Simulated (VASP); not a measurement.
# Rh (Fm-3m) in VASP: a series of runs

Runs on Rh. Level: PBEsol. Tasks: single point.

Program: VASP 6.6.1. These are calculated values, not measurements. Logs are shortened: lines on timing, memory, paths and dates and some standing lists are left out, and cuts for length are marked.

**1. The cell of the first run**

It takes space group Fm-3m (No. 225, cubic). The conventional cell has a = 3.803 Å, b = 3.803 Å, c = 3.803 Å, α = 90.00°, β = 90.00°, γ = 90.00°. Rh (site symmetry m-3m) has 12 Rh at 2.69 Å within 3.5 Å.

**2. Single point, PBEsol**

The input, INCAR:

```
SYSTEM = Rh
  PREC = Accurate
  ENCUT = 520
  EDIFF = 1E-6
  ISMEAR = 0
  SIGMA = 0.15
  LREAL = .FALSE.
  LASPH = .TRUE.
  NELM = 60
  ALGO = Fast
  ISIF = 2
  LWAVE = .FALSE.
  LCHARG = .FALSE.
  GGA = PS
  NBANDS = 14
```

The input, KPOINTS:

```
regular mesh
0
G
  22 22 22
  0 0 0
```

The input, POSCAR:

```
Rh
1.0
    0.0000000000      1.9015500000      1.9015500000
    1.9015500000      0.0000000000      1.9015500000
    1.9015500000      1.9015500000      0.0000000000
Rh
1
Direct
    0.0000000000      0.0000000000      0.0000000000
```

Potentials or basis: VASP PAW PBE potentials, release 64 (Rh_pv).

Launch:

```sh
$ cat potpaw_PBE.64/Rh_pv/POTCAR > POTCAR
$ mpirun -np 1 vasp_std > vasp.out
```

OUTCAR:

```text
SYSTEM = Rh
   PREC = Accurate
   ENCUT = 520
   EDIFF = 1E-6
   ISMEAR = 0
   LREAL = .FALSE.
   LASPH = .TRUE.
   NELM = 60
   ISIF = 2
   GGA = PS

 ion  position               nearest neighbor table
   1  0.000  0.000  0.000-

  LATTYP: Found a face centered cubic cell.
 ALAT       =     3.8031000000

  Lattice vectors:

 A1 = (   0.0000000000,   1.9015500000,   1.9015500000)
 A2 = (   1.9015500000,   0.0000000000,   1.9015500000)
 A3 = (   1.9015500000,   1.9015500000,   0.0000000000)

Analysis of symmetry for initial positions (statically):
=====================================================================
 Subroutine PRICEL returns:
 Original cell was already a primitive cell.

 Routine SETGRP: Setting up the symmetry group for a
 face centered cubic supercell.

 Subroutine GETGRP returns: Found 48 space group operations
 (whereof 48 operations were pure point group operations)
 out of a pool of 48 trial point group operations.

The static configuration has the point symmetry O_h .

Analysis of symmetry for dynamics (positions and initial velocities):
=====================================================================
 Subroutine PRICEL returns:
 Original cell was already a primitive cell.

 Routine SETGRP: Setting up the symmetry group for a
 face centered cubic supercell.

 Subroutine GETGRP returns: Found 48 space group operations
 (whereof 48 operations were pure point group operations)
 out of a pool of 48 trial point group operations.

The dynamic configuration has the point symmetry O_h .

 Subroutine INISYM returns: Found 48 space group operations
 (whereof 48 operations are pure point group operations),
 and found     1 'primitive' translations

----------------------------------------------------------------------------------------

                                     Primitive cell

  volume of cell :      13.7516

  direct lattice vectors                    reciprocal lattice vectors
     0.000000000  1.901550000  1.901550000    -0.262943388  0.262943388  0.262943388
     1.901550000  0.000000000  1.901550000     0.262943388 -0.262943388  0.262943388
     1.901550000  1.901550000  0.000000000     0.262943388  0.262943388 -0.262943388

  length of vectors
     2.689197800  2.689197800  2.689197800     0.455431308  0.455431308  0.455431308

  position of ions in fractional coordinates (direct lattice)
     0.000000000  0.000000000  0.000000000

  ion indices of the primitive-cell ions
   primitive index   ion index
                 1           1

----------------------------------------------------------------------------------------

 KPOINTS: regular mesh

Automatic generation of k-mesh.
 Grid dimensions read from file:
 generate k-points for:   22   22   22

 Generating k-lattice:

  Cartesian coordinates                     Fractional coordinates (reciprocal lattice)
    -0.011951972  0.011951972  0.011951972     0.045454545  0.000000000  0.000000000
     0.011951972 -0.011951972  0.011951972     0.000000000  0.045454545  0.000000000
     0.011951972  0.011951972 -0.011951972     0.000000000  0.000000000  0.045454545

  Length of vectors
     0.020701423  0.020701423  0.020701423

  Shift w.r.t. Gamma in fractional coordinates (k-lattice)
     0.000000000  0.000000000  0.000000000

 Subroutine IBZKPT returns following result:
 ===========================================

 Found    328 irreducible k-points:

 Following reciprocal coordinates:
            Coordinates               Weight
  0.000000  0.000000  0.000000      1.000000
  0.045455  0.000000  0.000000      8.000000
  0.090909  0.000000  0.000000      8.000000
  0.136364  0.000000  0.000000      8.000000
  0.181818  0.000000  0.000000      8.000000
  0.227273  0.000000  0.000000      8.000000
[... 16 lines left out ...]
  0.500000  0.045455  0.000000     24.000000
 -0.454545  0.045455  0.000000     24.000000
 [... further k-points ...]
   k-points           NKPTS =    328   k-points in BZ     NKDIM =    328   number of bands    NBANDS=     14
   number of dos      NEDOS =    301   number of ions     NIONS =      1
   total plane-waves  NPLWV =   8000
   dimension x,y,z NGX =    20 NGY =   20 NGZ =   20
   dimension x,y,z NGXF=    40 NGYF=   40 NGZF=   40
   ions per type =               1
   NGX,Y,Z   is equivalent  to a cutoff of  12.36, 12.36, 12.36 a.u.
   NGXF,Y,Z  is equivalent  to a cutoff of  24.73, 24.73, 24.73 a.u.
 SYSTEM =  Rh
   PREC   = accura    normal or accurate (medium, high low for compatibility)
   ISTART =      0    job   : 0-new  1-cont  2-samecut
   ICHARG =      2    charge: 1-file 2-atom 10-const
   ISPIN  =      1    spin polarized calculation?
   LNONCOLLINEAR =      F non collinear calculations
   LSORBIT =      F    spin-orbit coupling
   LASPH  =      T    aspherical Exc in radial PAW
   ENCUT  =  520.0 eV  38.22 Ry    6.18 a.u.   5.00  5.00  5.00*2*pi/ulx,y,z
   NELM   =     60;   NELMIN=  2; NELMDL= -5     # of ELM steps
   EDIFF  = 0.1E-05   stopping-criterion for ELM
   LREAL  =      F    real-space projection
   EDIFFG = 0.1E-04   stopping-criterion for IOM
   NSW    =      0    number of steps for IOM
   IBRION =     -1    ionic relax: 0-MD 1-quasi-New 2-CG
   NFREE  =      0    steps in history (QN), initial steepest desc. (CG)
   ISIF   =      2    stress and relaxation
   ISYM   =      2    0-nonsym 1-usesym 2-fastsym
   POTIM  = 0.5000    time-step for ionic-motion
   TEBEG  =    0.0;   TEEND  =   0.0 temperature during run
   PSTRESS=    0.0 pullay stress
   NELECT =      15.0000    total number of electrons
   NUPDOWN=      -1.0000    fix difference up-down
   EMIN   =  10.00;   EMAX   =-10.00  energy-range for DOS
   EFERMI =   0.00;   METHOD = LEGACY
   ISMEAR =     0;   SIGMA  =   0.15  broadening in eV -4-tet -1-fermi 0-gaus
   EFERMI_NEDOS =   21; number of points for ismear=-14 and -15
   IALGO  =     68    algorithm
   IMIX   =      4    mixing-type and parameters
     AMIX     =   0.40;   BMIX     =  1.00
     AMIX_MAG =   1.60;   BMIX_MAG =  1.00
  volume/ion in A,a.u.               =      13.75        92.80
  Fermi-wavevector in a.u.,A,eV,Ry     =   1.685211  3.184586 38.639656  2.839935
  Thomas-Fermi vector in A             =   2.768095
   LORBIT       =      0    0 simple, 1 ext, 2 COOP (PROOUT), +10 PAW based schemes
   GGA     = PS    functional components
   LHFCALC =     F    Hartree Fock is set to
   AEXX    =    0.0000 exact exchange contribution
   IVDW    =     0    specifies the selected vdW correction
   LEPSILON=     F    determine dielectric tensor
   LRPA    =     F    only Hartree local field effects (RPA)
 non-spin polarized calculation
 RMM-DIIS sequential band-by-band and
 Gauss-broadening in eV      SIGMA  =   0.15
  energy-cutoff  :      520.00
  volume of cell :       13.75
 maximum number of plane-waves:       388
   NGX =  9   NGY =  9   NGZ =  9

 number of electron      15.0000007 magnetization

 Free energy of the ion-electron system (eV)
  ---------------------------------------------------
  ext. energy  EPLUGINS =         0.00000000
  ---------------------------------------------------
  free energy    TOTEN  =        -8.14138840 eV

  energy without entropy =       -8.12642020  energy(sigma->0) =       -8.13390430

 E-fermi :  11.7474     XC(G=0): -14.2170

 val. band max:       11.7438247716   @ k =   0.3182   0.2727   0.0455
 cond. band min:      11.7491200483   @ k =   0.3636   0.0000   0.0000
 fundamental gap:      0.0052952768
 Fermi energy:        11.7474190625

 k-point     1 :       0.0000    0.0000    0.0000
  band No.  band energies     occupation
      1     -34.5845      2.00000
      2     -34.5845      2.00000
      3     -34.5845      2.00000
      4       3.6983      2.00000
      5       8.6555      2.00000
      6       8.6555      2.00000
      7       8.6555      2.00000
      8      10.7671      2.00000
      9      10.7671      2.00000
     10      27.6853      0.00000
     11      32.1160      0.00000
     12      33.1343      0.00000
     13      33.1343      0.00000
     14      33.1343      0.00000

 k-point     2 :       0.0455    0.0000    0.0000
  band No.  band energies     occupation
      1     -34.5999      2.00000
      2     -34.5865      2.00000
      3     -34.5865      2.00000
      4       3.7822      2.00000
      5       8.6175      2.00000
      6       8.6887      2.00000
      7       8.6887      2.00000
      8      10.7480      2.00000
      9      10.7480      2.00000
     10      27.8083      0.00000
     11      32.1141      0.00000
     12      32.6470      0.00000
     13      33.2569      0.00000
     14      33.2569      0.00000

 k-point     3 :       0.0909    0.0000    0.0000
  band No.  band energies     occupation
      1     -34.6449      2.00000
      2     -34.5926      2.00000
      3     -34.5926      2.00000
      4       4.0268      2.00000
      5       8.5157      2.00000
      6       8.7800      2.00000
      7       8.7800      2.00000
      8      10.7011      2.00000
      9      10.7011      2.00000
     10      28.1512      0.00000
     11      31.5379      0.00000
     12      32.1211      0.00000
     13      33.6165      0.00000
     14      33.6165      0.00000
[... 324 lines left out ...]
 k-point    23 :       0.5000    0.0455    0.0000
  band No.  band energies     occupation
      1     -35.3138      2.00000
      2     -34.6957      2.00000
      3     -34.6897      2.00000
      4       5.6499      2.00000
      5       8.5274      2.00000
      6       8.6434      2.00000
      7      11.4830      1.98732
      8      12.3333      0.00000
      9      13.2429      0.00000
     10      20.3666      0.00000
     11      27.3055      0.00000
     12      32.1164      0.00000
     13      32.7686      0.00000
     14      32.8214      0.00000

 k-point    24 :      -0.4545    0.0455    0.0000
  band No.  band energies     occupation
      1     -35.3091      2.00000
      2     -34.6977      2.00000
      3     -34.6863      2.00000
      4       5.6572      2.00000
      5       8.5431      2.00000
      6       8.6428      2.00000
      7      11.4610      1.99307
      8      12.2361      0.00000
      9      13.1996      0.00000
     10      20.5086      0.00000
     11      27.3360      0.00000
     12      32.1161      0.00000
     13      32.6316      0.00000
     14      33.0891      0.00000

 [... further k-points ...]
[... 5 lines left out ...]
  --------------------------------------------------------------------------------------
  -------------------------------------------------------------------------------------
  Total       -0.4477536     -0.4477536     -0.4477536      0.0000000      0.0000000      0.0000000
  in kB      -52.1670624    -52.1670624    -52.1670624      0.0000000      0.0000000      0.0000000
  external PRESSURE =     -52.1670624 kB  Pullay stress =       0.0000000 kB

 VOLUME and BASIS-vectors are now :
 -----------------------------------------------------------------------------
  energy-cutoff  :      520.00
  volume of cell :       13.75
      direct lattice vectors                 reciprocal lattice vectors
     0.000000000  1.901550000  1.901550000    -0.262943388  0.262943388  0.262943388
     1.901550000  0.000000000  1.901550000     0.262943388 -0.262943388  0.262943388
     1.901550000  1.901550000  0.000000000     0.262943388  0.262943388 -0.262943388

 POSITION                                       TOTAL-FORCE (eV/Angst)
 -----------------------------------------------------------------------------------
      0.00000      0.00000      0.00000         0.000000     -0.000000      0.000000
 -----------------------------------------------------------------------------------
    total drift:                               -0.000000     -0.000000     -0.000000

  FREE ENERGIE OF THE ION-ELECTRON SYSTEM (eV)
  ---------------------------------------------------
  free  energy   TOTEN  =        -8.1413884032 eV

  energy  without entropy=       -8.1264202024  energy(sigma->0) =       -8.13390430
```

Run time: 44 s. Hardware: 1 thread of AMD EPYC 9R45 (Zen 5), shared host; peak memory 0.14 GiB.

Results:

| Property | Result |
| --- | --- |
| Free energy | -8.1414 eV |
| Pressure | -5.2 GPa |

Caveat: the PAW data sets were made with another functional, which shifts forces and pressure a little.

[end of part 1 of 2]
